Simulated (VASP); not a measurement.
Crystal: ZnAg.

```xyz
4
Lattice="4.0150 0.0000 0.0000 0.0000 4.0150 0.0000 0.0000 0.0000 4.0150" Properties=species:S:1:pos:R:3 pbc="T T T"
Zn    0.0000    0.0000    0.0000
Zn    0.0000    2.0075    2.0075
Ag    2.0075    0.0000    2.0075
Ag    2.0075    2.0075    0.0000
```

```yaml
Program: VASP 6.6.1
Task: relaxation of cell and atoms
Functional: LDA
Potentials_or_basis: VASP PAW LDA potentials, release 64 (Zn, Ag)
Cutoff: 600 eV
k_mesh: 6 × 6 × 6
Occupations: gaussian, width 0.1 eV
Spin: no spin polarisation
```

At the start: pressure -9.6 GPa; volume 16.18 Å³/atom.

Problem. How do energy, volume and symmetry change on relaxing?

Solution. Over 7 steps the energy falls by 53.4 meV/atom and the volume is 14.71 Å³/atom (-9.1 %); space group P4/mmm (No. 123, to 0.1 Å) before and after.

The path:
| step | energy change (eV) | largest force (eV/Å) | pressure (GPa) | volume (Å³) |
| --- | --- | --- | --- | --- |
| 1 | 0.0000 | 0.0000 | -9.56 | 64.72 |
| 2 | -0.1522 | 0.0000 | 6.89 | 56.09 |
| 3 | -0.2047 | 0.0000 | 0.21 | 58.70 |
| 4 | -0.2046 | 0.0000 | -0.09 | 58.82 |
| 5 | -0.2103 | 0.0000 | -0.11 | 58.82 |
| 6 | -0.2134 | 0.0000 | -0.18 | 58.82 |
| 7 | -0.2138 | 0.0000 | -0.09 | 58.82 |

Final structure:
```
Zn Ag
1.0
     3.79912    0.00000    0.00000
     0.00000    3.93479    0.00000
     0.00000    0.00000    3.93479
Zn Ag
2 2
Direct
  0.00000 0.00000 0.00000
  0.00000 0.50000 0.50000
  0.50000 0.00000 0.50000
  0.50000 0.50000 0.00000
```
